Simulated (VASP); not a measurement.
# InSb (Cmcm) in VASP: further runs, part 3 of 3

VASP 6.6.1. Earlier steps stand in the parts before.

**4. Single point, PBE**

The input, INCAR:

```
SYSTEM = InSb
ALGO     = Normal         ! electronic algorithm
EDIFF    = 1E-7           ! SCF threshold, eV
ENCUT    = 520            ! plane-wave cutoff, eV
GGA      = PE             ! functional
ISIF     = 2              ! what is computed and relaxed
ISMEAR   = 1              ! smearing method
LASPH    = .TRUE.         ! aspherical terms in the spheres
LCHARG   = .FALSE.        ! write CHGCAR
LREAL    = .FALSE.        ! projectors in reciprocal space
LWAVE    = .FALSE.        ! write WAVECAR
NBANDS   = 26             ! bands
NELM     = 60             ! most SCF steps
PREC     = Accurate       ! precision mode
SIGMA    = 0.2            ! smearing width, eV
```

The input, KPOINTS:

```
k-points
0
G
  10 10 8
  0 0 0
```

The input, POSCAR:

```
InSb
1.0
    3.0633140000     -3.0813730000      0.0000000000
    3.0633140000      3.0813730000      0.0000000000
    0.0000000000      0.0000000000      6.1268940000
In Sb
2 2
Direct
    0.2794110000      0.7205890000      0.2500000000
    0.7205890000      0.2794110000      0.7500000000
    0.7772050000      0.2227950000      0.2500000000
    0.2227950000      0.7772050000      0.7500000000
```

Potentials or basis: VASP PAW PBE potentials, release 64 (In_d, Sb).

On the command line:

```console
> cat potpaw_PBE.64/In_d/POTCAR potpaw_PBE.64/Sb/POTCAR > POTCAR
> mpirun -np 1 vasp_std > vasp.out
```

OUTCAR:

```text
SYSTEM = InSb
   EDIFF = 1E-7
   ENCUT = 520
   GGA = PE
   ISIF = 2
   ISMEAR = 1
   LASPH = .TRUE.
   LREAL = .FALSE.
   NELM = 60
   PREC = Accurate

 ion  position               nearest neighbor table
   1  0.279  0.721  0.250-   3 3.06   3 3.06   3 3.07   4 3.08   4 3.08   3 3.09
   2  0.721  0.279  0.750-   4 3.06   4 3.06   4 3.07   3 3.08   3 3.08   4 3.09
   3  0.777  0.223  0.250-   1 3.06   1 3.06   1 3.07   2 3.08   2 3.08   1 3.09
   4  0.223  0.777  0.750-   2 3.06   2 3.06   2 3.07   1 3.08   1 3.08   2 3.09

  LATTYP: Found a base centered orthorhombic cell.
 ALAT       =     6.1266280000
 B/A-ratio  =     1.0058952494
 C/A-ratio  =     1.0000434170

  Lattice vectors:

 A1 = (   3.0633140000,  -3.0813730000,   0.0000000000)
 A2 = (   3.0633140000,   3.0813730000,   0.0000000000)
 A3 = (   0.0000000000,   0.0000000000,   6.1268940000)

Analysis of symmetry for initial positions (statically):
=====================================================================
 Subroutine PRICEL returns:
 Original cell was already a primitive cell.

 Routine SETGRP: Setting up the symmetry group for a
 base centered orthorhombic supercell.

[... 167 lines left out ...]
  ---------------------------------------------------
  free energy    TOTEN  =       -13.31729517 eV

  energy without entropy =      -13.31451550  energy(sigma->0) =      -13.31636861

 E-fermi :   6.6410     XC(G=0):  -9.7320

 val. band max:        6.6394119716   @ k =   0.1000   0.1000   0.3750
 cond. band min:       6.6430945837   @ k =  -0.3000   0.2000   0.5000
 fundamental gap:      0.0036826121
 Fermi energy:         6.6410191706

 k-point     1 :       0.0000    0.0000    0.0000
  band No.  band energies     occupation
      1      -7.9034      2.00000
      2      -7.7831      2.00000
      3      -7.7791      2.00000
      4      -7.7721      2.00000
      5      -7.7643      2.00000
      6      -7.7599      2.00000
[... 685 lines left out ...]
     25      14.1091      0.00000
     26      14.2405      0.00000

 [... further k-points ...]
[... 5 lines left out ...]
  --------------------------------------------------------------------------------------
  -------------------------------------------------------------------------------------
  Total        0.1175074      0.1178504     -0.1176810      0.0000000      0.0000000      0.0000000
  in kB        1.6276823      1.6324332     -1.6300870      0.0000000      0.0000000      0.0000000
  external PRESSURE =       0.5433428 kB  Pullay stress =       0.0000000 kB

 VOLUME and BASIS-vectors are now :
 -----------------------------------------------------------------------------
  energy-cutoff  :      520.00
  volume of cell :      115.67
      direct lattice vectors                 reciprocal lattice vectors
     3.063314000 -3.081373000  0.000000000     0.163221922 -0.162265328  0.000000000
     3.063314000  3.081373000  0.000000000     0.163221922  0.162265328  0.000000000
     0.000000000  0.000000000  6.126894000     0.000000000  0.000000000  0.163214836

 POSITION                                       TOTAL-FORCE (eV/Angst)
 -----------------------------------------------------------------------------------
      3.06331      1.35943      1.53172         0.000000     -0.005505     -0.000000
      3.06331     -1.35943      4.59517         0.000000      0.005505      0.000000
      3.06331     -1.70834      1.53172         0.000000      0.012095      0.000000
      3.06331      1.70834      4.59517         0.000000     -0.012095      0.000000
 -----------------------------------------------------------------------------------
    total drift:                               -0.000000     -0.000000     -0.000000

  FREE ENERGIE OF THE ION-ELECTRON SYSTEM (eV)
  ---------------------------------------------------
  free  energy   TOTEN  =       -13.3172951692 eV

  energy  without entropy=      -13.3145154990  energy(sigma->0) =      -13.31636861
```

OSZICAR:

```text
N       E                     dE             d eps       ncg     rms          rms(c)
DAV:   1     0.285718485201E+03    0.28572E+03   -0.15943E+04  8060   0.148E+03
DAV:   2     0.108174151626E+02   -0.27490E+03   -0.26834E+03  8382   0.361E+02
DAV:   3    -0.125662207587E+02   -0.23384E+02   -0.22962E+02 10236   0.119E+02
DAV:   4    -0.133799481978E+02   -0.81373E+00   -0.81021E+00  9498   0.240E+01
DAV:   5    -0.134212641243E+02   -0.41316E-01   -0.41311E-01 12922   0.507E+00    0.458E+00
DAV:   6    -0.133179054939E+02    0.10336E+00   -0.24798E-01 11040   0.639E+00    0.249E+00
DAV:   7    -0.133173252857E+02    0.58021E-03   -0.80348E-02 11264   0.243E+00    0.632E-01
DAV:   8    -0.133170296840E+02    0.29560E-03   -0.89484E-03  9976   0.106E+00    0.237E-01
DAV:   9    -0.133172809794E+02   -0.25130E-03   -0.84753E-04 11622   0.258E-01    0.717E-02
DAV:  10    -0.133172869320E+02   -0.59527E-05   -0.51019E-05 11686   0.742E-02    0.295E-02
DAV:  11    -0.133172954196E+02   -0.84876E-05   -0.12373E-05  9840   0.231E-02    0.159E-02
DAV:  12    -0.133172957686E+02   -0.34897E-06   -0.30167E-07  9012   0.465E-03    0.525E-03
DAV:  13    -0.133172949971E+02    0.77146E-06   -0.46156E-07  7428   0.555E-03    0.347E-03
DAV:  14    -0.133172951507E+02   -0.15354E-06   -0.65184E-08  5090   0.172E-03    0.940E-04
DAV:  15    -0.133172951692E+02   -0.18580E-07   -0.19846E-08  4574   0.117E-03
   1 F= -.13317295E+02 E0= -.13316369E+02  d E =-.277967E-02
```

stdout:

```text
POSCAR found type information on POSCAR InSb
 POSCAR found :  2 types and       4 ions
 scaLAPACK will be used
 LDA part: xc-table for (Slater+PW92), standard interpolation
 POSCAR, INCAR and KPOINTS ok, starting setup
 FFT: planning ... GRIDC
 FFT: planning ... GRID_SOFT
 FFT: planning ... GRID
 WAVECAR not read
 entering main loop
```

Wall time 9 min (1 thread of Intel Xeon 8259CL, shared host); peak memory 0.52 GiB.

What came out:

* Free energy: -13.3173 eV
* Pressure: 0.1 GPa
* Largest force: 0.012 eV/Å
* Band gap on the k mesh: zero (bands 18 and 19 overlap by 2.65 eV)

Forces on the atoms (eV/Å):
```
In   0.000 -0.006  0.000
In   0.000  0.006  0.000
Sb   0.000  0.012  0.000
Sb   0.000 -0.012  0.000
```

Levels at points of the mesh, in eV from the Fermi level:
```csv
k point,band 16,band 17,band 18,band 19,band 20,band 21
"(0.00, 0.00, 0.00)",-2.09,-0.47,-0.16,-0.01,0.04,3.32
"(0.50, 0.00, 0.00)",-2.49,-0.09,0.11,1.37,1.40,3.19
"(0.50, 0.50, 0.00)",-3.27,-2.09,-2.09,-2.08,-2.04,2.97
"(0.00, 0.00, 0.50)",-1.27,-1.26,-1.26,0.19,0.19,4.05
"(0.50, 0.00, 0.50)",0.29,0.30,0.30,2.17,2.17,2.46
"(0.50, 0.50, 0.50)",-3.53,-3.48,-3.48,1.89,1.89,3.36
```

Caveat: spin-orbit coupling is left out, which moves the levels of the heavy elements.

**5. Single point, PBE**

The input, INCAR:

```
SYSTEM = InSb
  PREC = Accurate
  ENCUT = 520
  EDIFF = 1E-7
  ISMEAR = 0
  SIGMA = 0.1
  LREAL = .False.
  LASPH = .True.
  NELM = 100
  ALGO = Normal
  ISIF = 2
  LWAVE = .False.
  LCHARG = .False.
  GGA = PE
  NBANDS = 26
```

The input, KPOINTS:

```
Automatic mesh
0
Gamma
  4 4 4
  0 0 0
```

POSCAR is that of step 4.

On the command line:

```console
> cat potpaw_PBE.64/In_d/POTCAR potpaw_PBE.64/Sb/POTCAR > POTCAR
> mpirun -np 1 vasp_std > vasp.out
```

Run time: 87 s. Hardware: 1 thread of Intel Xeon 8259CL, shared host; peak memory 0.24 GiB.

It converged, with:

```yaml
Free_energy: -13.0876 eV
Pressure: 0.8 GPa
Largest_force: 0.239 eV/Å
Band_gap_on_the_k_mesh: zero (bands 18 and 19 overlap by 2.36 eV)
```

Forces in eV/Å, atoms in the order of the input:
```
In   0.000  0.096  0.000
In   0.000 -0.096  0.000
Sb   0.000 -0.239  0.000
Sb   0.000  0.239  0.000
```

Stress tensor (GPa, compression positive):
```
0.43 0.00 0.00
0.00 1.24 0.00
0.00 0.00 0.88
```

Levels at points of the mesh, in eV from the Fermi level:
| k point | band 14 | band 15 | band 16 | band 17 | band 18 | band 19 | band 20 | band 21 | band 22 | band 23 |
| --- | --- | --- | --- | --- | --- | --- | --- | --- | --- | --- |
| (0.00, 0.00, 0.00) | -3.30 | -2.17 | -2.10 | -0.46 | -0.17 | -0.03 | 0.05 | 3.32 | 5.85 | 6.07 |
| (0.50, 0.00, 0.00) | -4.96 | -2.62 | -2.48 | -0.10 | 0.10 | 1.38 | 1.43 | 3.20 | 3.50 | 4.13 |
| (0.50, 0.50, 0.00) | -4.40 | -3.30 | -3.23 | -2.10 | -2.10 | -2.07 | -2.02 | 2.98 | 3.25 | 8.25 |
| (0.00, 0.00, 0.50) | -3.30 | -1.27 | -1.27 | -1.27 | -1.27 | 0.21 | 0.21 | 4.05 | 4.05 | 5.22 |
| (0.50, 0.00, 0.50) | -6.35 | 0.27 | 0.27 | 0.29 | 0.29 | 2.17 | 2.17 | 2.48 | 2.48 | 2.54 |
| (0.50, 0.50, 0.50) | -4.88 | -3.54 | -3.54 | -3.48 | -3.48 | 1.90 | 1.90 | 3.39 | 3.39 | 6.24 |

Caveat: the k points lie up to 0.36 Å⁻¹ apart, too coarse for converged energies and pressures of a metal; spin-orbit coupling is left out, which moves the levels of the heavy elements.

**6. Single point, PBE**

The input, INCAR:

```
PREC = Accurate
ENCUT = 520
EDIFF = 1E-6
ISMEAR = 0
SIGMA = 0.1
LREAL = F
LASPH = T
NELM = 80
ALGO = Normal
ISIF = 2
LWAVE = F
LCHARG = F
GGA = PE
NBANDS = 26
```

The input, KPOINTS:

```
regular mesh
0
Gamma
  10 10 8
```

POSCAR is that of step 5.

Potentials or basis: VASP PAW PBE potentials, release 64 (In_d, Sb).

On the command line:

```console
> cat potpaw_PBE.64/In_d/POTCAR potpaw_PBE.64/Sb/POTCAR > POTCAR
> mpirun -np 1 vasp_std > vasp.out
```

Run time: 6.8 min. Hardware: 1 thread of Intel Xeon 8259CL, shared host; peak memory 0.52 GiB.

Results (log left out):

```
Free energy            : -13.3236 eV
Pressure               : 0.1 GPa
Largest force          : 0.009 eV/Å
Band gap on the k mesh : zero (bands 18 and 19 overlap by 2.65 eV)
```

Forces in eV/Å, atoms in the order of the input:
```
In   0.000 -0.005  0.000
In   0.000  0.005  0.000
Sb   0.000  0.009  0.000
Sb   0.000 -0.009  0.000
```

Stress tensor (GPa, compression positive):
```
 0.18  0.00  0.00
 0.00  0.18  0.00
 0.00  0.00 -0.17
```

Levels at points of the mesh, in eV from the Fermi level:
```tsv
k point	band 16	band 17	band 18	band 19	band 20	band 21
(0.00, 0.00, 0.00)	-2.10	-0.47	-0.16	-0.01	0.04	3.32
(0.50, 0.00, 0.00)	-2.49	-0.10	0.11	1.37	1.40	3.19
(0.50, 0.50, 0.00)	-3.27	-2.10	-2.09	-2.08	-2.04	2.97
(0.00, 0.00, 0.50)	-1.27	-1.27	-1.27	0.19	0.19	4.05
(0.50, 0.00, 0.50)	0.29	0.30	0.30	2.17	2.17	2.46
(0.50, 0.50, 0.50)	-3.53	-3.48	-3.48	1.89	1.89	3.36
```

Caveat: spin-orbit coupling is left out, which moves the levels of the heavy elements.

**7. Overview**

```csv
k mesh,smearing,gap on the mesh (eV),pressure (GPa),largest force (eV/Å)
10 × 10 × 8,methfessel-paxton 0.01 eV,none,0.1,0.01
10 × 10 × 8,methfessel-paxton 0.1 eV,none,0.1,-
10 × 10 × 8,methfessel-paxton 0.2 eV,none,0.1,0.01
4 × 4 × 4,gaussian 0.1 eV,none,0.8,0.24
10 × 10 × 8,gaussian 0.1 eV,none,0.1,0.01
```

Alike in all rows: task single point; level PBE; potentials or basis VASP PAW PBE potentials, release 64 (In_d, Sb); no spin polarisation; cell as given; cutoff (eV) 520.

Caveats: some runs use coarse meshes; spin-orbit coupling is left out, which moves the levels of the heavy elements.

Total energies depend on the potentials used, so only differences within one code and one set of settings carry meaning.

The gap in the log of VASP goes by the Fermi energy; the results here count the filled bands.